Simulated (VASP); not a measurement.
# MgO (P3m1) in VASP: further runs

MgO is run at these levels: LDA; tasks: single point.

Everything below comes from runs of VASP 6.6.1. Logs are shortened: lines on timing, memory, paths and dates and some standing lists are left out, and cuts for length are marked.

### 1 The cell of the first run

The structure is trigonal, space group P3m1 (No. 156). The conventional cell has a = 2.938 Å, b = 2.938 Å, c = 2.680 Å, α = 90.00°, β = 90.00°, γ = 120.00°. Mg (site symmetry 3m) has 6 O at 2.10 to 2.22 Å and 2 Mg at 2.68 Å within 2.8 Å. Within 2.8 Å of O (site symmetry 3m) lie 6 Mg at 2.10 to 2.22 Å and 2 O at 2.68 Å.

### 2 Single point, LDA

File INCAR:

```
SYSTEM = MgO
  PREC = Accurate
  ENCUT = 840
  EDIFF = 1E-6
  ISMEAR = 0
  SIGMA = 0.05
  LREAL = .FALSE.
  LASPH = .TRUE.
  NELM = 120
  ALGO = Normal
  ISIF = 2
  LWAVE = .FALSE.
  LCHARG = .FALSE.
  GGA = CA
  NBANDS = 15
  GGA_COMPAT = .FALSE.
```

File KPOINTS:

```
regular mesh
0
G
  9 9 8
  0 0 0
```

File POSCAR:

```
MgO
1.0
    2.9380209034      0.0000000000      0.0000000000
   -1.4690104517      2.5444007392      0.0000000000
    0.0000000000      0.0000000000      2.6796800000
Mg O
1 1
Direct
    0.0000000000      0.0000000000      0.0000000000
    0.3333333333      0.6666666667      0.5373178887
```

Potentials or basis: VASP PAW LDA potentials, release 64 (Mg_sv, O).

On the command line:

```bash
$ cat potpaw_LDA.64/Mg_sv/POTCAR potpaw_LDA.64/O/POTCAR > POTCAR
$ mpirun -np 1 vasp_std > vasp.out
```

OUTCAR:

```text
SYSTEM = MgO
   PREC = Accurate
   ENCUT = 840
   EDIFF = 1E-6
   ISMEAR = 0
   LREAL = .FALSE.
   LASPH = .TRUE.
   NELM = 120
   ISIF = 2
   GGA = CA

 ion  position               nearest neighbor table
   1  0.000  0.000  0.000-   2 2.10   2 2.10   2 2.10
   2  0.333  0.667  0.537-   1 2.10   1 2.10   1 2.10

  LATTYP: Found a hexagonal cell.
 ALAT       =     2.9380209034
 C/A-ratio  =     0.9120697531

  Lattice vectors:

 A1 = (   2.9380209034,   0.0000000000,   0.0000000000)
 A2 = (  -1.4690104517,   2.5444007392,   0.0000000000)
 A3 = (   0.0000000000,   0.0000000000,   2.6796800000)

Analysis of symmetry for initial positions (statically):
=====================================================================
 Subroutine PRICEL returns:
 Original cell was already a primitive cell.

 Routine SETGRP: Setting up the symmetry group for a
 hexagonal supercell.

 Subroutine GETGRP returns: Found  6 space group operations
 (whereof  6 operations were pure point group operations)
 out of a pool of 24 trial point group operations.

The static configuration has the point symmetry C_3v.

Analysis of symmetry for dynamics (positions and initial velocities):
=====================================================================
 Subroutine PRICEL returns:
 Original cell was already a primitive cell.

 Routine SETGRP: Setting up the symmetry group for a
 hexagonal supercell.

 Subroutine GETGRP returns: Found  6 space group operations
 (whereof  6 operations were pure point group operations)
 out of a pool of 24 trial point group operations.

The dynamic configuration has the point symmetry C_3v.

 Subroutine INISYM returns: Found  6 space group operations
 (whereof  6 operations are pure point group operations),
 and found     1 'primitive' translations

----------------------------------------------------------------------------------------

                                     Primitive cell

  volume of cell :      20.0320

  direct lattice vectors                    reciprocal lattice vectors
     2.938020903  0.000000000  0.000000000     0.340365175  0.196509926  0.000000000
    -1.469010452  2.544400739  0.000000000     0.000000000  0.393019851  0.000000000
     0.000000000  0.000000000  2.679680000     0.000000000  0.000000000  0.373178887

  length of vectors
     2.938020903  2.938020903  2.679680000     0.393019851  0.393019851  0.373178887

  position of ions in fractional coordinates (direct lattice)
     0.000000000  0.000000000  0.000000000
     0.333333333  0.666666667  0.537317889

  ion indices of the primitive-cell ions
   primitive index   ion index
                 1           1
                 2           2

----------------------------------------------------------------------------------------

 KPOINTS: regular mesh

Automatic generation of k-mesh.
 Grid dimensions read from file:
 generate k-points for:    9    9    8

 Generating k-lattice:

  Cartesian coordinates                     Fractional coordinates (reciprocal lattice)
     0.037818353  0.021834436  0.000000000     0.111111111 -0.000000000  0.000000000
     0.000000000  0.043668872  0.000000000     0.000000000  0.111111111  0.000000000
     0.000000000  0.000000000  0.046647361     0.000000000  0.000000000  0.125000000

  Length of vectors
     0.043668872  0.043668872  0.046647361

  Shift w.r.t. Gamma in fractional coordinates (k-lattice)
     0.000000000  0.000000000  0.000000000

 Subroutine IBZKPT returns following result:
 ===========================================

 Found     81 irreducible k-points:

 Following reciprocal coordinates:
            Coordinates               Weight
  0.000000  0.000000  0.000000      1.000000
  0.111111 -0.000000  0.000000      6.000000
  0.222222 -0.000000  0.000000      6.000000
  0.333333 -0.000000  0.000000      6.000000
  0.444444 -0.000000  0.000000      6.000000
  0.111111  0.111111  0.000000      6.000000
[... 16 lines left out ...]
  0.222222  0.111111  0.125000     12.000000
 -0.111111  0.333333  0.125000     12.000000
 [... further k-points ...]
   k-points           NKPTS =     81   k-points in BZ     NKDIM =     81   number of bands    NBANDS=     15
   number of dos      NEDOS =    301   number of ions     NIONS =      2
   total plane-waves  NPLWV =  21952
   dimension x,y,z NGX =    28 NGY =   28 NGZ =   28
   dimension x,y,z NGXF=    56 NGYF=   56 NGZF=   56
   ions per type =               1   1
   NGX,Y,Z   is equivalent  to a cutoff of  15.84, 15.84, 17.37 a.u.
   NGXF,Y,Z  is equivalent  to a cutoff of  31.69, 31.69, 34.74 a.u.
 SYSTEM =  MgO
   PREC   = accura    normal or accurate (medium, high low for compatibility)
   ISTART =      0    job   : 0-new  1-cont  2-samecut
   ICHARG =      2    charge: 1-file 2-atom 10-const
   ISPIN  =      1    spin polarized calculation?
   LNONCOLLINEAR =      F non collinear calculations
   LSORBIT =      F    spin-orbit coupling
   LASPH  =      T    aspherical Exc in radial PAW
   ENCUT  =  840.0 eV  61.74 Ry    7.86 a.u.   6.94  6.94  6.33*2*pi/ulx,y,z
   NELM   =    120;   NELMIN=  2; NELMDL= -5     # of ELM steps
   EDIFF  = 0.1E-05   stopping-criterion for ELM
   LREAL  =      F    real-space projection
[... 7 lines left out ...]
   TEBEG  =    0.0;   TEEND  =   0.0 temperature during run
   PSTRESS=    0.0 pullay stress
   NELECT =      16.0000    total number of electrons
   NUPDOWN=      -1.0000    fix difference up-down
   EMIN   =  10.00;   EMAX   =-10.00  energy-range for DOS
   EFERMI =   0.00;   METHOD = LEGACY
   ISMEAR =     0;   SIGMA  =   0.05  broadening in eV -4-tet -1-fermi 0-gaus
   EFERMI_NEDOS =   21; number of points for ismear=-14 and -15
   IALGO  =     38    algorithm
   IMIX   =      4    mixing-type and parameters
     AMIX     =   0.40;   BMIX     =  1.00
     AMIX_MAG =   1.60;   BMIX_MAG =  1.00
  volume/ion in A,a.u.               =      10.02        67.59
  Fermi-wavevector in a.u.,A,eV,Ry     =   1.518939  2.870379 31.391038  2.307176
  Thomas-Fermi vector in A             =   2.627992
   LORBIT       =      0    0 simple, 1 ext, 2 COOP (PROOUT), +10 PAW based schemes
   GGA     = CA    functional components
   LHFCALC =     F    Hartree Fock is set to
   AEXX    =    0.0000 exact exchange contribution
   IVDW    =     0    specifies the selected vdW correction
   LEPSILON=     F    determine dielectric tensor
   LRPA    =     F    only Hartree local field effects (RPA)
 non-spin polarized calculation
 Gauss-broadening in eV      SIGMA  =   0.05
  energy-cutoff  :      840.00
  volume of cell :       20.03
 maximum number of plane-waves:      1135
   NGX = 13   NGY = 13   NGZ = 13

 number of electron      16.0000010 magnetization

 Free energy of the ion-electron system (eV)
  ---------------------------------------------------
  ext. energy  EPLUGINS =         0.00000000
  ---------------------------------------------------
  free energy    TOTEN  =       -12.48385245 eV

  energy without entropy =      -12.48385245  energy(sigma->0) =      -12.48385245

 E-fermi :   3.0608     XC(G=0): -11.5450

 val. band max:        2.7154094917   @ k =   0.3333   0.3333   0.0000
 cond. band min:       5.6621396454   @ k =   0.0000   0.0000   0.0000
 fundamental gap:      2.9467301537
 Fermi energy:         3.0608438421

 k-point     1 :       0.0000    0.0000    0.0000
  band No.  band energies     occupation
      1     -69.6540      2.00000
      2     -37.1264      2.00000
      3     -37.1264      2.00000
      4     -37.0745      2.00000
      5     -14.4471      2.00000
      6       2.0832      2.00000
      7       2.0832      2.00000
      8       2.2971      2.00000
      9       5.6621      0.00000
     10      14.4083      0.00000
     11      18.0174      0.00000
     12      18.0174      0.00000
     13      21.8547      0.00000
     14      23.8624      0.00000
     15      24.9055      0.00000

 k-point     2 :       0.1111   -0.0000    0.0000
  band No.  band energies     occupation
      1     -69.6530      2.00000
      2     -37.1351      2.00000
      3     -37.1283      2.00000
      4     -37.0735      2.00000
      5     -14.3335      2.00000
      6       1.2856      2.00000
      7       1.9918      2.00000
      8       2.3413      2.00000
      9       6.4070      0.00000
     10      14.3929      0.00000
     11      16.9200      0.00000
     12      18.3285      0.00000
     13      22.6897      0.00000
     14      23.8947      0.00000
     15      25.1104      0.00000

 k-point     3 :       0.2222   -0.0000    0.0000
  band No.  band energies     occupation
      1     -69.6507      2.00000
      2     -37.1573      2.00000
      3     -37.1334      2.00000
      4     -37.0709      2.00000
      5     -14.0305      2.00000
      6      -0.1364      2.00000
      7       1.7705      2.00000
      8       2.4463      2.00000
      9       7.6935      0.00000
     10      13.7214      0.00000
     11      16.3197      0.00000
     12      19.0676      0.00000
     13      22.4540      0.00000
     14      23.4434      0.00000
     15      25.8675      0.00000

 k-point     4 :       0.3333   -0.0000    0.0000
  band No.  band energies     occupation
      1     -69.6482      2.00000
      2     -37.1825      2.00000
      3     -37.1391      2.00000
      4     -37.0680      2.00000
      5     -13.6540      2.00000
      6      -1.3970      2.00000
      7       1.5350      2.00000
      8       2.5698      2.00000
      9       8.7135      0.00000
     10      12.9733      0.00000
     11      16.1972      0.00000
     12      19.7812      0.00000
     13      21.8904      0.00000
     14      23.4749      0.00000
     15      27.4529      0.00000
[... 307 lines left out ...]
 k-point    22 :       0.1111    0.1111    0.1250
  band No.  band energies     occupation
      1     -69.6496      2.00000
      2     -37.1479      2.00000
      3     -37.1309      2.00000
      4     -37.0892      2.00000
      5     -13.9923      2.00000
      6       0.3441      2.00000
      7       1.5991      2.00000
      8       1.8308      2.00000
      9       7.9684      0.00000
     10      14.1159      0.00000
     11      16.6672      0.00000
     12      18.7085      0.00000
     13      21.3985      0.00000
     14      23.5480      0.00000
     15      25.6636      0.00000

 k-point    23 :       0.2222    0.1111    0.1250
  band No.  band energies     occupation
      1     -69.6473      2.00000
      2     -37.1693      2.00000
      3     -37.1380      2.00000
      4     -37.0860      2.00000
      5     -13.6638      2.00000
      6      -0.7279      2.00000
      7       1.4363      2.00000
      8       1.7686      2.00000
      9       8.9901      0.00000
     10      13.2508      0.00000
     11      16.7585      0.00000
     12      18.6659      0.00000
     13      21.2574      0.00000
     14      23.3395      0.00000
     15      26.4068      0.00000

 k-point    24 :      -0.1111    0.3333    0.1250
  band No.  band energies     occupation
      1     -69.6473      2.00000
      2     -37.1693      2.00000
      3     -37.1380      2.00000
      4     -37.0860      2.00000
      5     -13.6636      2.00000
      6      -0.7277      2.00000
      7       1.4329      2.00000
      8       1.7656      2.00000
      9       8.9710      0.00000
     10      13.4373      0.00000
     11      16.7299      0.00000
     12      18.4880      0.00000
     13      20.7814      0.00000
     14      23.8084      0.00000
     15      26.6219      0.00000

 [... further k-points ...]
[... 5 lines left out ...]
  --------------------------------------------------------------------------------------
  -------------------------------------------------------------------------------------
  Total       -0.9892229     -0.9892229     -1.0880365      0.0000000      0.0000000      0.0000000
  in kB      -79.1191121    -79.1191121    -87.0223347      0.0000000      0.0000000      0.0000000
  external PRESSURE =     -81.7535196 kB  Pullay stress =       0.0000000 kB

 VOLUME and BASIS-vectors are now :
 -----------------------------------------------------------------------------
  energy-cutoff  :      840.00
  volume of cell :       20.03
      direct lattice vectors                 reciprocal lattice vectors
     2.938020903  0.000000000  0.000000000     0.340365175  0.196509926  0.000000000
    -1.469010452  2.544400739  0.000000000     0.000000000  0.393019851  0.000000000
     0.000000000  0.000000000  2.679680000     0.000000000  0.000000000  0.373178887

 POSITION                                       TOTAL-FORCE (eV/Angst)
 -----------------------------------------------------------------------------------
      0.00000      0.00000      0.00000         0.000000      0.000000      0.301385
     -0.00000      1.69627      1.43984        -0.000000      0.000000     -0.301385
 -----------------------------------------------------------------------------------
    total drift:                                0.000000      0.000000     -0.000565

  FREE ENERGIE OF THE ION-ELECTRON SYSTEM (eV)
  ---------------------------------------------------
  free  energy   TOTEN  =       -12.4838524515 eV

  energy  without entropy=      -12.4838524515  energy(sigma->0) =      -12.48385245
```

Run time: 16 s. Hardware: 1 thread of AMD EPYC 9R45 (Zen 5), shared host; peak memory 0.14 GiB.

Results:

```
Free energy            : -12.4839 eV
Pressure               : -8.2 GPa
Largest force          : 0.301 eV/Å
Band gap on the k mesh : 2.95 eV (least direct gap 3.37 eV)
```

Forces in eV/Å, atoms in the order of the input:
```
Mg   0.000  0.000  0.301
O    0.000  0.000 -0.301
```

Caveat: the cell differs from its parent crystal (all O atoms moved -0.100 Å, as atom 2 towards its neighbour atom 2 (O) at 2.680 Å); the cell stands under tension.

### 3 Single point, LDA

File INCAR:

```
SYSTEM = MgO
ALGO     = Normal         ! electronic algorithm
EDIFF    = 1E-6           ! SCF threshold, eV
ENCUT    = 840            ! plane-wave cutoff, eV
GGA_COMPAT= .FALSE.      
ISIF     = 2              ! what is computed and relaxed
ISMEAR   = 0              ! smearing method
LASPH    = .TRUE.         ! aspherical terms in the spheres
LCHARG   = .FALSE.        ! write CHGCAR
LREAL    = .FALSE.        ! projectors in reciprocal space
LWAVE    = .FALSE.        ! write WAVECAR
NBANDS   = 15             ! bands
NELM     = 120            ! most SCF steps
PREC     = Accurate       ! precision mode
SIGMA    = 0.05           ! smearing width, eV
```

File KPOINTS:

```
k-points
0
G
  9 9 8
  0 0 0
```

Changes to POSCAR since step 2:

```diff
@@ -9,2 +9,2 @@
     0.0000000000      0.0000000000      0.0000000000
-    0.3333333333      0.6666666667      0.5373178887
+    0.3333333333      0.6666666667      0.4813410556
```

Potentials or basis: VASP PAW LDA potentials, release 64 (Mg_sv, O).

On the command line:

```bash
$ cat potpaw_LDA.64/Mg_sv/POTCAR potpaw_LDA.64/O/POTCAR > POTCAR
$ mpirun -np 1 vasp_std > vasp.out
```

OUTCAR:

```text
SYSTEM = MgO
   EDIFF = 1E-6
   ENCUT = 840
   ISIF = 2
   ISMEAR = 0
   LASPH = .TRUE.
   LREAL = .FALSE.
   NELM = 120
   PREC = Accurate

 ion  position               nearest neighbor table
   1  0.000  0.000  0.000-
   2  0.333  0.667  0.481-

  LATTYP: Found a hexagonal cell.
 ALAT       =     2.9380209034
 C/A-ratio  =     0.9120697531

  Lattice vectors:

 A1 = (   2.9380209034,   0.0000000000,   0.0000000000)
 A2 = (  -1.4690104517,   2.5444007392,   0.0000000000)
 A3 = (   0.0000000000,   0.0000000000,   2.6796800000)
[... 606 lines left out ...]
      9       8.9911      0.00000
     10      13.3160      0.00000
     11      16.7416      0.00000
     12      18.6152      0.00000
     13      21.1201      0.00000
     14      23.4376      0.00000
     15      26.4485      0.00000

 [... further k-points ...]
[... 5 lines left out ...]
  --------------------------------------------------------------------------------------
  -------------------------------------------------------------------------------------
  Total       -1.0607975     -1.0607975     -1.1888135      0.0000000      0.0000000      0.0000000
  in kB      -84.8437271    -84.8437271    -95.0825825      0.0000000      0.0000000      0.0000000
  external PRESSURE =     -88.2566789 kB  Pullay stress =       0.0000000 kB

 VOLUME and BASIS-vectors are now :
 -----------------------------------------------------------------------------
  energy-cutoff  :      840.00
  volume of cell :       20.03
      direct lattice vectors                 reciprocal lattice vectors
     2.938020903  0.000000000  0.000000000     0.340365175  0.196509926  0.000000000
    -1.469010452  2.544400739  0.000000000     0.000000000  0.393019851  0.000000000
     0.000000000  0.000000000  2.679680000     0.000000000  0.000000000  0.373178887

 POSITION                                       TOTAL-FORCE (eV/Angst)
 -----------------------------------------------------------------------------------
      0.00000      0.00000      0.00000        -0.000000      0.000000     -0.149284
     -0.00000      1.69627      1.28984         0.000000     -0.000000      0.149284
 -----------------------------------------------------------------------------------
    total drift:                                0.000000     -0.000000      0.000894

  FREE ENERGIE OF THE ION-ELECTRON SYSTEM (eV)
  ---------------------------------------------------
  free  energy   TOTEN  =       -12.4951159404 eV

  energy  without entropy=      -12.4951159404  energy(sigma->0) =      -12.49511594
```

stdout:

```text
POSCAR found type information on POSCAR MgO
 POSCAR found :  2 types and       2 ions
 scaLAPACK will be used
 LDA part: xc-table for (Slater(with rela. corr.)+CA(PZ))
 , standard interpolation
 POSCAR, INCAR and KPOINTS ok, starting setup
 FFT: planning ... GRIDC
 FFT: planning ... GRID_SOFT
 FFT: planning ... GRID
 WAVECAR not read
 entering main loop
```

Run time: 30 s. Hardware: 1 thread of Intel Xeon Platinum 8259CL at 2.50GHz (Skylake/Cascade Lake), shared host; peak memory 0.16 GiB.

Results:

```
Free energy            : -12.4951 eV
Pressure               : -8.8 GPa
Largest force          : 0.149 eV/Å
Band gap on the k mesh : 2.96 eV (least direct gap 3.36 eV)
```

Forces in eV/Å, atoms in the order of the input:
```
Mg   0.000  0.000 -0.149
O    0.000  0.000  0.149
```

Caveat: the cell differs from its parent crystal (all O atoms moved +0.050 Å, as atom 2 towards its neighbour atom 2 (O) at 2.680 Å); the cell stands under tension.

### 4 Single point, LDA

File INCAR:

```
PREC = Accurate ; ENCUT = 840
EDIFF = 1E-6 ; ISMEAR = 0
SIGMA = 0.05 ; LREAL = False
LASPH = True ; NELM = 120
ALGO = Normal ; ISIF = 2
LWAVE = False ; LCHARG = False
GGA = CA ; NBANDS = 15
GGA_COMPAT = False
```

File KPOINTS:

```
regular mesh
0
Gamma
  9 9 8
```

Changes to POSCAR since step 3:

```diff
@@ -9,2 +9,2 @@
     0.0000000000      0.0000000000      0.0000000000
-    0.3333333333      0.6666666667      0.4813410556
+    0.3333333333      0.6666666667      0.4906705278
```

On the command line:

```bash
$ cat potpaw_LDA.64/Mg_sv/POTCAR potpaw_LDA.64/O/POTCAR > POTCAR
$ mpirun -np 1 vasp_std > vasp.out
```

Wall time 18 s (1 thread of Intel Xeon 6975P-C (Granite Rapids), shared host); peak memory 0.17 GiB.

The run converged. Its results:

```yaml
Free_energy: -12.4979 eV
Pressure: -9.0 GPa
Largest_force: 0.074 eV/Å
Band_gap_on_the_k_mesh: 2.96 eV (least direct gap 3.36 eV)
```

Forces in eV/Å, atoms in the order of the input:
```
Mg   0.000  0.000 -0.074
O    0.000  0.000  0.074
```

Stress tensor (GPa, compression positive):
```
-8.62  0.00  0.00
 0.00 -8.62  0.00
 0.00  0.00 -9.70
```

Levels at points of the mesh, in eV from the valence-band top:
```csv
k point,band 5,band 6,band 7,band 8,band 9,band 10,band 11,band 12
"(0.00, 0.00, 0.00)",-17.15,-0.61,-0.61,-0.40,2.96,11.64,15.31,15.31
"(0.00, 0.00, 0.50)",-16.00,-5.41,-0.09,-0.09,8.16,8.88,17.30,17.30
```

Caveat: the cell differs from its parent crystal (all O atoms moved +0.025 Å, as atom 2 towards its neighbour atom 2 (O) at 2.680 Å); the cell stands under tension.

### 5 The runs side by side

| cell | gap on the mesh (eV) | pressure (GPa) | largest force (eV/Å) |
| --- | --- | --- | --- |
| as given, atomic positions A | 2.95 | -8.2 | 0.30 |
| as given, atomic positions B | 2.96 | -8.8 | 0.15 |
| as given, atomic positions C | 2.96 | -9.0 | 0.07 |

Alike in all rows: task single point; level LDA; potentials or basis VASP PAW LDA potentials, release 64 (Mg_sv, O); no spin polarisation; k mesh 9 × 9 × 8; cutoff (eV) 840; smearing gaussian 0.05 eV.

Caveats: the cell stands under tension.

Absolute energies hang on the potentials; compare differences alone.
